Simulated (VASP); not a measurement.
Runs of VASP 6.6.1 on Be. The structure is that of space group P6_3/mmc (No. 194), or close to it. The cells are those of the table. 

| task | cell | k mesh | cutoff (eV) | gap on the mesh (eV) | pressure (GPa) |
| --- | --- | --- | --- | --- | --- |
| single point | a = 2.283, b = 2.283, c = 3.583 Å, angles 90.0, 90.0, 120.0°, 2 atoms | 26 × 26 × 14 | 520 | none | 0.0 |
| single point | a = 2.371, b = 2.371, c = 3.721 Å, angles 90.0, 90.0, 120.0°, 2 atoms | 26 × 26 × 14 | 520 | none | -11.1 |
| relaxation of cell and atoms | relaxed from a = 2.287, b = 2.287, c = 3.583 Å, angles 90.0, 90.0, 120.0°, 2 atoms | 16 × 16 × 9 | 600 | none | -0.1 |
| single point | a = 2.252, b = 2.252, c = 3.535 Å, angles 90.0, 90.0, 120.0°, 2 atoms | 26 × 26 × 14 | 520 | none | 5.2 |
| single point | a = 2.313, b = 2.313, c = 3.630 Å, angles 90.0, 90.0, 120.0°, 2 atoms | 26 × 26 × 14 | 520 | none | (b) |
| single point | a = 2.342, b = 2.342, c = 3.676 Å, angles 90.0, 90.0, 120.0°, 2 atoms | 26 × 26 × 14 | 520 | none | (a) |
| single point | a = 2.220, b = 2.220, c = 3.485 Å, angles 90.0, 90.0, 120.0°, 2 atoms | 26 × 26 × 14 | 520 | none | 11.4 |
| single point | a = 2.187, b = 2.187, c = 3.433 Å, angles 90.0, 90.0, 120.0°, 2 atoms | 26 × 26 × 14 | 520 | none | 18.8 |

Alike in all rows: level revPBE; potentials or basis VASP PAW PBE potentials, release 64 (Be); no spin polarisation; smearing fermi-dirac 0.1 eV.

Task: Estimate the missing entries.

Result: (a) -8.0; (b) -4.3.

Caveats: the PAW data sets were made with another functional, which shifts forces and pressure a little.

A gap of «none» marks levels without a gap at the run's occupations.
